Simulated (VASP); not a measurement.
Here is a VASP 6.6.1 calculation.

File INCAR:

```
ALGO     = Normal         # electronic algorithm
EDIFF    = 1E-6           # SCF threshold, eV
ENCUT    = 520            # plane-wave cutoff, eV
GGA      = PE             # functional
ISIF     = 2              # what is computed and relaxed
ISMEAR   = 0              # smearing method
LASPH    = T              # aspherical terms in the spheres
LCHARG   = F              # write CHGCAR
LREAL    = F              # projectors in reciprocal space
LWAVE    = F              # write WAVECAR
NBANDS   = 34             # bands
NELM     = 60             # most SCF steps
PREC     = Accurate       # precision mode
SIGMA    = 0.05           # smearing width, eV
```

KPOINTS

```
k-points
0
Gamma
  6 6 4
```

File POSCAR:

```
SiO2
1.0
    5.1819585999      0.0000000000      0.0000000000
   -2.5909793000      4.4877077888      0.0000000000
    0.0000000000      0.0000000000      5.6688224979
Si O
3 6
Direct
    0.0000000000      0.5000000000      0.3333333333
    0.5000000000      0.5000000000      0.6666666667
    0.5000000000      0.0000000000      0.0000000000
    0.5839605948      0.7919802974      0.8333333333
    0.7919802974      0.5839605948      0.5000000000
    0.7919802974      0.2080197026      0.1666666667
    0.4160394052      0.2080197026      0.8333333333
    0.2080197026      0.4160394052      0.5000000000
    0.2080197026      0.7919802974      0.1666666667
```

Potentials or basis: VASP PAW PBE potentials, release 64 (Si, O).

Launch:

```bash
$ cat potpaw_PBE.64/Si/POTCAR potpaw_PBE.64/O/POTCAR > POTCAR
$ mpirun -np 1 vasp_std > vasp.out
```

Estimate the pressure.

-7.0 GPa.

Estimate the largest force.

0.314 eV/Å.

Forces in eV/Å, atoms in the order of the input:
```
Si   0.000  0.000  0.000
Si   0.000  0.000  0.000
Si   0.000  0.000  0.000
O   -0.272 -0.157  0.000
O    0.000 -0.314  0.000
O   -0.272  0.157  0.000
O    0.272  0.157  0.000
O    0.000  0.314  0.000
O    0.272 -0.157  0.000
```

Caveat: the cell differs from its parent crystal (strain +0.015 along x and y, +0.015 along z); the cell stands under tension.
